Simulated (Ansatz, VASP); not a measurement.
TaO: VASP beside Ansatz

```
Ta O
1.0
     3.06611    0.00000    0.00000
    -1.53306    2.65533    0.00000
     0.00000    0.00000    3.85502
Ta O
1 1
Cartesian
  0.0000 0.0000 1.9275
  0.0000 0.0000 0.0000
```

Alike in both runs: task single point; functional r2SCANh; k mesh 5 × 5 × 4; occupations fermi-dirac, width 0.05 eV; no spin polarisation.

```csv
,VASP,Ansatz
version,VASP 6.6.1,Ansatz 0.2.0
potentials or method,"VASP PAW PBE potentials, release 64 (Ta_pv, O)",Ansatz PAW
plane-wave cutoff (eV),520,500
valence electrons in the cell,17,19
```

VASP gave:

* gap on the k mesh at the Fermi level (eV): none
* pressure (GPa): -5.1
* traceless stress, the component that is largest in VASP (GPa): -4.72

Q: Which values does Ansatz return?

A: gap on the k mesh at the Fermi level (eV): none; pressure (GPa): -5.4; traceless stress, the component that is largest in VASP (GPa): -5.68.

VASP's potentials were made for PBE, not for r2SCANh. A gap of «none» marks a metal or a gap that the smearing closes. VASP's potentials hold 17 valence electrons a cell and Ansatz's 19, so a difference there can come from the potentials and not from the codes.

The k mesh is coarse, so the values compare programs but aren't converged. Neither program's run includes spin-orbit coupling.
